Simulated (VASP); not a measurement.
Here is a VASP 6.6.1 calculation.

The input INCAR:

```
SYSTEM = Li2S
PREC = Accurate ; ENCUT = 750
EDIFF = 1E-6 ; ISMEAR = 0
SIGMA = 0.01 ; LREAL = .FALSE.
LASPH = .TRUE. ; NELM = 120
ALGO = Normal ; ISIF = 2
LWAVE = .FALSE. ; LCHARG = .FALSE.
GGA = PS ; NBANDS = 13
GGA_COMPAT = .FALSE.
```

File KPOINTS:

```
regular mesh
0
G
  4 4 4
  0 0 0
```

Contents of POSCAR:

```
Li2S
1.0
    0.0000000000      2.8452944180      2.8452944180
    2.8452944180      0.0000000000      2.8452944180
    2.8452944180      2.8452944180      0.0000000000
Li S
2 1
Direct
    0.2500000000      0.2500000000      0.2500000000
    0.7500000000      0.7500000000      0.7500000000
    0.0000000000      0.0000000000      0.0000000000
```

Potentials or basis: VASP PAW PBE potentials, release 64 (Li_sv, S).

The run is started by

```console
$ cat potpaw_PBE.64/Li_sv/POTCAR potpaw_PBE.64/S/POTCAR > POTCAR
$ mpirun -np 1 vasp_std > vasp.out
```

Question: Predict the band gap on the k mesh.

Answer: 3.21 eV (least direct gap 4.12 eV).

Question: What does it give for the pressure?

Answer: -0.8 GPa.

Caveat: the k points lie up to 0.48 Å⁻¹ apart; the PAW data sets were made with another functional, which shifts forces and pressure a little. A k mesh can miss the band edges.
